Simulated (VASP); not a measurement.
# MgO: single point with PBEsol

The system is MgO.

```
CELL_PARAMETERS angstrom
3.30347 0.00000 0.00000
-1.65173 2.86089 0.00000
0.00000 0.00000 10.03878
ATOMIC_POSITIONS crystal
Mg 0.20983 0.66667 0.99040
Mg 0.45684 0.66667 0.51325
Mg 0.59609 0.33333 0.24744
Mg 0.73724 0.33333 0.75622
O 0.25882 0.66667 0.19009
O 0.40785 0.66667 0.71086
O 0.78235 0.33333 0.45525
O 0.55099 0.33333 0.94570
```

This cell differs from its parent crystal: atoms displaced along several vibrational modes.

| Item | Value |
| --- | --- |
| Program | VASP 6.6.1 |
| Task | single point |
| Functional | PBEsol |
| Potentials or basis | VASP PAW PBE potentials, release 64 (Mg, O) |
| Cutoff | 600 eV |
| k mesh | 9 × 9 × 4 |
| Occupations | gaussian, width 0.05 eV |
| Spin | no spin polarisation |

```yaml
Pressure: -0.8 GPa
Largest_force: 1.402 eV/Å
Band_gap_on_the_k_mesh: 2.90 eV
```

Forces on the atoms (eV/Å):
```
Mg   0.758  0.234  1.156
Mg  -0.544  0.124 -0.394
Mg   0.338 -0.122  0.059
Mg  -0.370 -0.251 -0.128
O    0.122  0.092  0.285
O   -0.351  0.190 -0.630
O   -0.368 -0.089 -0.152
O    0.414 -0.178 -0.195
```

Stress tensor (GPa, compression positive):
```
-3.74 -0.15  1.02
-0.15 -0.31  0.01
 1.02  0.01  1.66
```

Levels at points of the mesh, in eV from the valence-band top:
| k point | band 13 | band 14 | band 15 | band 16 | band 17 | band 18 | band 19 | band 20 |
| --- | --- | --- | --- | --- | --- | --- | --- | --- |
| (0.00, 0.00, 0.00) | -0.69 | -0.45 | -0.44 | 0.00 | 2.90 | 5.30 | 5.58 | 7.97 |
| (0.00, 0.00, 0.50) | -0.69 | -0.62 | -0.43 | -0.40 | 3.65 | 4.00 | 6.93 | 7.07 |

Wall time 12 min on 1 thread of Oxide Virtual Turin-like Processor (shared host), peak memory 0.49 GiB.

Caveat: the cell differs from its parent crystal (atoms displaced along several vibrational modes); the stress differs along the axes, from -4 to 2 GPa; the PAW data sets were made with another functional, which shifts forces and pressure a little. A k mesh can miss the band edges.
